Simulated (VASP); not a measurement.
# CsSnI3 (Pm-3m) in VASP: a series of runs

The runs below take CsSnI3 through single point, with PBE.

All numbers are computed with VASP 6.6.1; they aren't measurements. Logs are shortened: lines on timing, memory, paths and dates and some standing lists are left out, and cuts for length are marked.

**1. The cell of the first run**

The structure is cubic, space group Pm-3m (No. 221). Conventional cell: a = 5.930 Å, b = 5.930 Å, c = 5.930 Å, α = 90.00°, β = 90.00°, γ = 90.00°. Cs (site symmetry m-3m) has 12 I at 4.19 Å and 8 Sn at 5.14 Å within 5.5 Å. Sn (site symmetry m-3m) has 6 I at 2.96 Å within 3.9 Å. Within 3.9 Å of I (site symmetry 4/mmm) lie 2 Sn at 2.96 Å.

**2. Single point, PBE**

INCAR reads:

```
PREC = Accurate
ENCUT = 520
EDIFF = 1E-6
ISMEAR = 0
SIGMA = 0.01
LREAL = F
LASPH = T
NELM = 60
ALGO = Normal
ISIF = 2
LWAVE = F
LCHARG = F
GGA = PE
NBANDS = 30
```

KPOINTS reads:

```
Automatic mesh
0
Gamma
  6 6 6
```

POSCAR reads:

```
CsSnI3
1.0
    5.9296850283      0.0000000000      0.0000000000
    0.0000000000      5.9296850283      0.0000000000
    0.0000000000      0.0000000000      5.9296850283
Cs Sn I
1 1 3
Direct
    0.0000000000      0.0000000000      0.0000000000
    0.5000000000      0.5000000000      0.5000000000
    0.0000000000      0.5000000000      0.5000000000
    0.5000000000      0.0000000000      0.5000000000
    0.5000000000      0.5000000000      0.0000000000
```

Potentials or basis: VASP PAW PBE potentials, release 64 (Cs_sv, Sn_d, I).

Command:

```console
$ cat potpaw_PBE.64/Cs_sv/POTCAR potpaw_PBE.64/Sn_d/POTCAR potpaw_PBE.64/I/POTCAR > POTCAR
$ mpirun -np 1 vasp_std > vasp.out
```

OUTCAR:

```text
PREC = Accurate
   ENCUT = 520
   EDIFF = 1E-6
   ISMEAR = 0
   LREAL = F
   LASPH = T
   NELM = 60
   ISIF = 2
   GGA = PE

 ion  position               nearest neighbor table
   1  0.000  0.000  0.000-
   2  0.500  0.500  0.500-   3 2.96   4 2.96   5 2.96   5 2.96   4 2.96   3 2.96
   3  0.000  0.500  0.500-   2 2.96   2 2.96
   4  0.500  0.000  0.500-   2 2.96   2 2.96
   5  0.500  0.500  0.000-   2 2.96   2 2.96

  LATTYP: Found a simple cubic cell.
 ALAT       =     5.9296850283

  Lattice vectors:

 A1 = (   5.9296850283,   0.0000000000,   0.0000000000)
 A2 = (   0.0000000000,   5.9296850283,   0.0000000000)
 A3 = (   0.0000000000,   0.0000000000,   5.9296850283)

Analysis of symmetry for initial positions (statically):
=====================================================================
 Subroutine PRICEL returns:
 Original cell was already a primitive cell.

 Routine SETGRP: Setting up the symmetry group for a
 simple cubic supercell.

 Subroutine GETGRP returns: Found 48 space group operations
[... 9 lines left out ...]

 Routine SETGRP: Setting up the symmetry group for a
 simple cubic supercell.

 Subroutine GETGRP returns: Found 48 space group operations
[... 11 lines left out ...]
                                     Primitive cell

  volume of cell :     208.4946

  direct lattice vectors                    reciprocal lattice vectors
     5.929685028  0.000000000  0.000000000     0.168643022  0.000000000  0.000000000
     0.000000000  5.929685028  0.000000000     0.000000000  0.168643022  0.000000000
     0.000000000  0.000000000  5.929685028     0.000000000  0.000000000  0.168643022

  length of vectors
     5.929685028  5.929685028  5.929685028     0.168643022  0.168643022  0.168643022

  position of ions in fractional coordinates (direct lattice)
     0.000000000  0.000000000  0.000000000
     0.500000000  0.500000000  0.500000000
     0.000000000  0.500000000  0.500000000
     0.500000000  0.000000000  0.500000000
     0.500000000  0.500000000  0.000000000

  ion indices of the primitive-cell ions
   primitive index   ion index
                 1           1
                 2           2
[... 61 lines left out ...]
   PREC   = accura    normal or accurate (medium, high low for compatibility)
   ISTART =      0    job   : 0-new  1-cont  2-samecut
   ICHARG =      2    charge: 1-file 2-atom 10-const
   ISPIN  =      1    spin polarized calculation?
   LNONCOLLINEAR =      F non collinear calculations
   LSORBIT =      F    spin-orbit coupling
   LASPH  =      T    aspherical Exc in radial PAW
   ENCUT  =  520.0 eV  38.22 Ry    6.18 a.u.  11.03 11.03 11.03*2*pi/ulx,y,z
   NELM   =     60;   NELMIN=  2; NELMDL= -5     # of ELM steps
   EDIFF  = 0.1E-05   stopping-criterion for ELM
   LREAL  =      F    real-space projection
   EDIFFG = 0.1E-04   stopping-criterion for IOM
   NSW    =      0    number of steps for IOM
   IBRION =     -1    ionic relax: 0-MD 1-quasi-New 2-CG
   NFREE  =      0    steps in history (QN), initial steepest desc. (CG)
   ISIF   =      2    stress and relaxation
   ISYM   =      2    0-nonsym 1-usesym 2-fastsym
   POTIM  = 0.5000    time-step for ionic-motion
   TEBEG  =    0.0;   TEEND  =   0.0 temperature during run
   PSTRESS=    0.0 pullay stress
   NELECT =      44.0000    total number of electrons
   NUPDOWN=      -1.0000    fix difference up-down
   EMIN   =  10.00;   EMAX   =-10.00  energy-range for DOS
   EFERMI =   0.00;   METHOD = LEGACY
   ISMEAR =     0;   SIGMA  =   0.01  broadening in eV -4-tet -1-fermi 0-gaus
   EFERMI_NEDOS =   21; number of points for ismear=-14 and -15
   IALGO  =     38    algorithm
   IMIX   =      4    mixing-type and parameters
     AMIX     =   0.40;   BMIX     =  1.00
     AMIX_MAG =   1.60;   BMIX_MAG =  1.00
  volume/ion in A,a.u.               =      41.70       281.40
  Fermi-wavevector in a.u.,A,eV,Ry     =   0.974677  1.841873 12.925473  0.949995
  Thomas-Fermi vector in A             =   2.105156
   LORBIT       =      0    0 simple, 1 ext, 2 COOP (PROOUT), +10 PAW based schemes
   GGA     = PE    functional components
   LHFCALC =     F    Hartree Fock is set to
   AEXX    =    0.0000 exact exchange contribution
   IVDW    =     0    specifies the selected vdW correction
   LEPSILON=     F    determine dielectric tensor
   LRPA    =     F    only Hartree local field effects (RPA)
 non-spin polarized calculation
 Gauss-broadening in eV      SIGMA  =   0.01
  energy-cutoff  :      520.00
  volume of cell :      208.49
 maximum number of plane-waves:      5656
 NGX is ok and might be reduce to    48
   NGX = 23   NGY = 23   NGZ = 23

 number of electron      43.9999984 magnetization

 Free energy of the ion-electron system (eV)
  ---------------------------------------------------
  ext. energy  EPLUGINS =         0.00000000
  ---------------------------------------------------
  free energy    TOTEN  =       -13.60316856 eV

  energy without entropy =      -13.60309714  energy(sigma->0) =      -13.60313285

 E-fermi :   4.4239     XC(G=0):  -8.1016

 val. band max:        3.9703620156   @ k =   0.5000   0.5000   0.3333
 cond. band min:       4.4269294185   @ k =   0.5000   0.5000   0.5000
 fundamental gap:      0.4565674030
 Fermi energy:         4.4238837176

 k-point     1 :       0.0000    0.0000    0.0000
  band No.  band energies     occupation
      1     -18.2534      2.00000
      2     -17.9423      2.00000
      3     -17.9423      2.00000
      4     -17.8980      2.00000
      5     -17.8980      2.00000
      6     -17.8980      2.00000
[... 649 lines left out ...]
     29       7.9262      0.00000
     30       9.2279      0.00000

------------------------ aborting loop because EDIFF is reached ----------------------------------------

  FORCE on cell =-STRESS in cart. coord.  units (eV):
  Direction    XX          YY          ZZ          XY          YZ          ZX
  --------------------------------------------------------------------------------------
  -------------------------------------------------------------------------------------
  Total        5.2159145      5.2159145      5.2159145     -0.0000000      0.0000000     -0.0000000
  in kB       40.0817036     40.0817036     40.0817036     -0.0000000      0.0000000     -0.0000000
  external PRESSURE =      40.0817036 kB  Pullay stress =       0.0000000 kB

 VOLUME and BASIS-vectors are now :
 -----------------------------------------------------------------------------
  energy-cutoff  :      520.00
  volume of cell :      208.49
      direct lattice vectors                 reciprocal lattice vectors
     5.929685028  0.000000000  0.000000000     0.168643022  0.000000000  0.000000000
     0.000000000  5.929685028  0.000000000     0.000000000  0.168643022  0.000000000
     0.000000000  0.000000000  5.929685028     0.000000000  0.000000000  0.168643022

 POSITION                                       TOTAL-FORCE (eV/Angst)
 -----------------------------------------------------------------------------------
      0.00000      0.00000      0.00000         0.000000      0.000000      0.000000
      2.96484      2.96484      2.96484         0.000000      0.000000      0.000000
      0.00000      2.96484      2.96484         0.000000      0.000000      0.000000
      2.96484      0.00000      2.96484         0.000000      0.000000      0.000000
      2.96484      2.96484      0.00000         0.000000      0.000000      0.000000
 -----------------------------------------------------------------------------------
    total drift:                                0.000000     -0.000000     -0.000000

  FREE ENERGIE OF THE ION-ELECTRON SYSTEM (eV)
  ---------------------------------------------------
  free  energy   TOTEN  =       -13.6031685553 eV

  energy  without entropy=      -13.6030971376  energy(sigma->0) =      -13.60313285
```

stdout:

```text
POSCAR found type information on POSCAR CsSnI
 POSCAR found :  3 types and       5 ions
 scaLAPACK will be used
 LDA part: xc-table for (Slater+PW92), standard interpolation
 POSCAR, INCAR and KPOINTS ok, starting setup
 FFT: planning ... GRIDC
 FFT: planning ... GRID_SOFT
 FFT: planning ... GRID
 WAVECAR not read
 entering main loop
```

Run time: 2.6 min. Hardware: 1 thread of Intel Xeon Platinum 8375C at 2.90GHz (Ice Lake), shared host; peak memory 0.39 GiB.

What came out:

```yaml
Free_energy: -13.6032 eV
Pressure: 4.0 GPa
Band_gap_on_the_k_mesh: zero (filled and empty bands touch)
```

Caveat: spin-orbit coupling is left out, which moves the levels of the heavy elements.

**3. Single point, PBE**

This run uses another cell than the first one, of 25.30 Å³/atom, 0.607 times its volume.

INCAR reads:

```
SYSTEM = CsSnI3
  PREC = Accurate
  ENCUT = 520
  EDIFF = 1E-6
  ISMEAR = 0
  SIGMA = 0.1
  LREAL = .False.
  LASPH = .True.
  NELM = 60
  ALGO = Normal
  ISIF = 2
  LWAVE = .False.
  LCHARG = .False.
  GGA = PE
  NBANDS = 30
```

KPOINTS reads:

```
Automatic mesh
0
Gamma
  8 8 8
  0 0 0
```

Changes to POSCAR since step 2:

```diff
@@ -2,5 +2,5 @@
 1.0
-    5.9296850283      0.0000000000      0.0000000000
-    0.0000000000      5.9296850283      0.0000000000
-    0.0000000000      0.0000000000      5.9296850283
+    5.0199192108      0.0000000000      0.0000000000
+    0.0000000000      5.0199192108      0.0000000000
+    0.0000000000      0.0000000000      5.0199192108
 Cs Sn I
```

Potentials or basis: VASP PAW PBE potentials, release 64 (Cs_sv, Sn_d, I).

Command:

```console
$ cat potpaw_PBE.64/Cs_sv/POTCAR potpaw_PBE.64/Sn_d/POTCAR potpaw_PBE.64/I/POTCAR > POTCAR
$ mpirun -np 1 vasp_std > vasp.out
```

Wall time 2.4 min (1 thread of Intel Xeon Platinum 8375C at 2.90GHz (Ice Lake), shared host); peak memory 0.32 GiB.

It converged, with:

```
Free energy            : -4.0628 eV
Pressure               : 50.0 GPa
Band gap on the k mesh : zero (band 22 reaches 11.00 eV, above the bottom of band 23 at 10.42 eV)
```

Levels at points of the mesh, in eV from the Fermi level:
```
           k point  band 20  band 21  band 22  band 23  band 24  band 25
(0.00, 0.00, 0.00)    -3.79    -3.79    -3.79     0.27     0.27     0.46
(0.50, 0.00, 0.00)    -4.71    -4.71    -0.83     0.16     1.73     1.74
(0.50, 0.50, 0.00)    -3.99    -3.09     0.24     0.24     0.42     2.49
(0.50, 0.50, 0.50)    -2.97    -2.97    -0.34    -0.34    -0.34     1.22
```

Caveat: spin-orbit coupling is left out, which moves the levels of the heavy elements.

**4. Single point, PBE**

This run uses another cell than the first one, of 29.95 Å³/atom, 0.718 times its volume.

INCAR reads:

```
SYSTEM = CsSnI3
ALGO = Normal
EDIFF = 1E-7
ENCUT = 520
GGA = PE
ISIF = 2
ISMEAR = 0
LASPH = .True.
LCHARG = .False.
LREAL = .False.
LWAVE = .False.
NBANDS = 30
NELM = 80
PREC = Accurate
SIGMA = 0.1
```

KPOINTS reads:

```
k-points
0
Gamma
  8 8 8
  0 0 0
```

Changes to POSCAR since step 3:

```diff
@@ -2,5 +2,5 @@
 1.0
-    5.0199192108      0.0000000000      0.0000000000
-    0.0000000000      5.0199192108      0.0000000000
-    0.0000000000      0.0000000000      5.0199192108
+    5.3102783708      0.0000000000      0.0000000000
+    0.0000000000      5.3102783708      0.0000000000
+    0.0000000000      0.0000000000      5.3102783708
 Cs Sn I
```

Potentials or basis: VASP PAW PBE potentials, release 64 (Cs_sv, Sn_d, I).

Command:

```console
$ cat potpaw_PBE.64/Cs_sv/POTCAR potpaw_PBE.64/Sn_d/POTCAR potpaw_PBE.64/I/POTCAR > POTCAR
$ mpirun -np 1 vasp_std > vasp.out
```

OUTCAR:

```text
SYSTEM = CsSnI3
   EDIFF = 1E-7
   ENCUT = 520
   GGA = PE
   ISIF = 2
   ISMEAR = 0
   LASPH = .True.
   LREAL = .False.
   NELM = 80
   PREC = Accurate

 ion  position               nearest neighbor table
   1  0.000  0.000  0.000-
   2  0.500  0.500  0.500-   3 2.66   4 2.66   5 2.66   5 2.66   4 2.66   3 2.66
   3  0.000  0.500  0.500-   2 2.66   2 2.66
   4  0.500  0.000  0.500-   2 2.66   2 2.66
   5  0.500  0.500  0.000-   2 2.66   2 2.66

  LATTYP: Found a simple cubic cell.
 ALAT       =     5.3102783708

  Lattice vectors:

 A1 = (   5.3102783708,   0.0000000000,   0.0000000000)
 A2 = (   0.0000000000,   5.3102783708,   0.0000000000)
 A3 = (   0.0000000000,   0.0000000000,   5.3102783708)

Analysis of symmetry for initial positions (statically):
=====================================================================
 Subroutine PRICEL returns:
 Original cell was already a primitive cell.

[... 169 lines left out ...]
  ---------------------------------------------------
  ext. energy  EPLUGINS =         0.00000000
  ---------------------------------------------------
  free energy    TOTEN  =        -9.28074046 eV

  energy without entropy =       -9.27828260  energy(sigma->0) =       -9.27951153

 E-fermi :   8.3468     XC(G=0):  -9.6271

 val. band max:        8.2222329747   @ k =   0.5000   0.5000   0.3750
 cond. band min:       8.3615327491   @ k =   0.5000   0.3750   0.3750
 fundamental gap:      0.1392997744
 Fermi energy:         8.3467529976

 k-point     1 :       0.0000    0.0000    0.0000
  band No.  band energies     occupation
      1     -14.8453      2.00000
      2     -14.7152      2.00000
      3     -14.7152      2.00000
      4     -14.5280      2.00000
      5     -14.5280      2.00000
      6     -14.5280      2.00000
[... 781 lines left out ...]
     29      12.5365      0.00000
     30      13.1457      0.00000

 [... further k-points ...]
[... 5 lines left out ...]
  --------------------------------------------------------------------------------------
  -------------------------------------------------------------------------------------
  Total       23.3160950     23.3160950     23.3160950      0.0000000      0.0000000      0.0000000
  in kB      249.4678222    249.4678222    249.4678222      0.0000000      0.0000000      0.0000000
  external PRESSURE =     249.4678222 kB  Pullay stress =       0.0000000 kB

 VOLUME and BASIS-vectors are now :
 -----------------------------------------------------------------------------
  energy-cutoff  :      520.00
  volume of cell :      149.74
      direct lattice vectors                 reciprocal lattice vectors
     5.310278371  0.000000000  0.000000000     0.188314045  0.000000000  0.000000000
     0.000000000  5.310278371  0.000000000     0.000000000  0.188314045  0.000000000
     0.000000000  0.000000000  5.310278371     0.000000000  0.000000000  0.188314045

 POSITION                                       TOTAL-FORCE (eV/Angst)
 -----------------------------------------------------------------------------------
      0.00000      0.00000      0.00000         0.000000      0.000000      0.000000
      2.65514      2.65514      2.65514         0.000000      0.000000      0.000000
      0.00000      2.65514      2.65514         0.000000      0.000000      0.000000
      2.65514      0.00000      2.65514         0.000000      0.000000      0.000000
      2.65514      2.65514      0.00000         0.000000      0.000000      0.000000
 -----------------------------------------------------------------------------------
    total drift:                               -0.000000      0.000000     -0.000000

  FREE ENERGIE OF THE ION-ELECTRON SYSTEM (eV)
  ---------------------------------------------------
  free  energy   TOTEN  =        -9.2807404622 eV

  energy  without entropy=       -9.2782825995  energy(sigma->0) =       -9.27951153
```

OSZICAR:

```text
N       E                     dE             d eps       ncg     rms          rms(c)
DAV:   1     0.394205531030E+03    0.39421E+03   -0.19319E+04  2106   0.151E+03
DAV:   2     0.435142090581E+02   -0.35069E+03   -0.33231E+03  2278   0.357E+02
DAV:   3    -0.693491141412E+01   -0.50449E+02   -0.49182E+02  2544   0.128E+02
DAV:   4    -0.928753246544E+01   -0.23526E+01   -0.23433E+01  2592   0.297E+01
DAV:   5    -0.935547402209E+01   -0.67942E-01   -0.67922E-01  3082   0.524E+00    0.130E+01
DAV:   6    -0.929338873823E+01    0.62085E-01   -0.66911E-02  2800   0.134E+00    0.811E+00
DAV:   7    -0.928167598600E+01    0.11713E-01   -0.11351E-01  2700   0.148E+00    0.599E-01
DAV:   8    -0.928047274906E+01    0.12032E-02   -0.17655E-02  2494   0.696E-01    0.282E-01
DAV:   9    -0.928074222496E+01   -0.26948E-03   -0.12969E-03  2876   0.217E-01    0.582E-02
DAV:  10    -0.928072633744E+01    0.15888E-04   -0.51235E-05  2686   0.403E-02    0.202E-02
DAV:  11    -0.928074013885E+01   -0.13801E-04   -0.36152E-05  2436   0.313E-02    0.952E-03
DAV:  12    -0.928074019643E+01   -0.57579E-07   -0.29467E-06  2482   0.897E-03    0.156E-03
DAV:  13    -0.928074052134E+01   -0.32491E-06   -0.50356E-07  2364   0.339E-03    0.210E-03
DAV:  14    -0.928074046217E+01    0.59167E-07   -0.56739E-08  1704   0.134E-03
   1 F= -.92807405E+01 E0= -.92795115E+01  d E =-.245786E-02
```

Run time: 2.4 min. Hardware: 1 thread of Intel Xeon Platinum 8375C at 2.90GHz (Ice Lake), shared host; peak memory 0.34 GiB.

Results:

```yaml
Free_energy: -9.2807 eV
Pressure: 24.9 GPa
Band_gap_on_the_k_mesh: zero (band 22 reaches 8.53 eV, above the bottom of band 23 at 8.07 eV)
```

Levels at points of the mesh, in eV from the Fermi level:
```
           k point  band 20  band 21  band 22  band 23  band 24  band 25
(0.00, 0.00, 0.00)    -3.55    -3.55    -3.55     1.02     1.02     1.28
(0.50, 0.00, 0.00)    -4.11    -4.11    -1.26     0.48     2.41     2.44
(0.50, 0.50, 0.00)    -3.81    -2.88     0.15     0.34     0.34     2.97
(0.50, 0.50, 0.50)    -2.81    -2.81    -0.28    -0.28    -0.28     1.61
```

Caveat: spin-orbit coupling is left out, which moves the levels of the heavy elements.

**5. Single point, PBE**

This run uses another cell than the first one, of 35.05 Å³/atom, 0.841 times its volume.

INCAR reads:

```
SYSTEM = CsSnI3
PREC     = Accurate       ! precision mode
ENCUT    = 520            ! plane-wave cutoff, eV
EDIFF    = 1E-7           ! SCF threshold, eV
ISMEAR   = 0              ! smearing method
SIGMA    = 0.1            ! smearing width, eV
LREAL    = .False.        ! projectors in reciprocal space
LASPH    = .True.         ! aspherical terms in the spheres
NELM     = 80             ! most SCF steps
ALGO     = Normal         ! electronic algorithm
ISIF     = 2              ! what is computed and relaxed
LWAVE    = .False.        ! write WAVECAR
LCHARG   = .False.        ! write CHGCAR
GGA      = PE             ! functional
NBANDS   = 30             ! bands
```

KPOINTS reads:

```
regular mesh
0
Gamma
  6 6 6
  0 0 0
```

Changes to POSCAR since step 4:

```diff
@@ -2,5 +2,5 @@
 1.0
-    5.3102783708      0.0000000000      0.0000000000
-    0.0000000000      5.3102783708      0.0000000000
-    0.0000000000      0.0000000000      5.3102783708
+    5.5961064813      0.0000000000      0.0000000000
+    0.0000000000      5.5961064813      0.0000000000
+    0.0000000000      0.0000000000      5.5961064813
 Cs Sn I
```

Command:

```console
$ cat potpaw_PBE.64/Cs_sv/POTCAR potpaw_PBE.64/Sn_d/POTCAR potpaw_PBE.64/I/POTCAR > POTCAR
$ mpirun -np 1 vasp_std > vasp.out
```

Wall time 2.1 min (1 thread of Intel Xeon Platinum 8375C at 2.90GHz (Ice Lake), shared host); peak memory 0.31 GiB.

Results (log left out):

- Free energy: -12.0523 eV
- Pressure: 12.0 GPa
- Band gap on the k mesh: zero (band 22 reaches 6.23 eV, above the bottom of band 23 at 6.19 eV)

Levels at points of the mesh, in eV from the Fermi level:
```
           k point  band 20  band 21  band 22  band 23  band 24  band 25
(0.00, 0.00, 0.00)    -3.12    -3.12    -3.12     1.79     1.79     1.82
(0.50, 0.00, 0.00)    -3.47    -3.47    -1.46     0.79     3.10     3.11
(0.50, 0.50, 0.00)    -3.43    -2.53    -0.16     0.52     0.52     3.48
(0.50, 0.50, 0.50)    -2.48    -2.48    -0.08    -0.08    -0.08     1.34
```

Caveat: spin-orbit coupling is left out, which moves the levels of the heavy elements.

**6. Summary**

```tsv
cell	k mesh	smearing	gap on the mesh (eV)	pressure (GPa)
a = 5.930 Å, 5 atoms	6 × 6 × 6	gaussian 0.01 eV	none	4.0
a = 5.020 Å, 5 atoms	8 × 8 × 8	gaussian 0.1 eV	none	50.0
a = 5.310 Å, 5 atoms	8 × 8 × 8	gaussian 0.1 eV	none	24.9
a = 5.596 Å, 5 atoms	6 × 6 × 6	gaussian 0.1 eV	none	12.0
```

Alike in all rows: task single point; level PBE; potentials or basis VASP PAW PBE potentials, release 64 (Cs_sv, Sn_d, I); no spin polarisation; cutoff (eV) 520.

Caveats: spin-orbit coupling is left out, which moves the levels of the heavy elements.

Absolute energies hang on the potentials; compare differences alone.
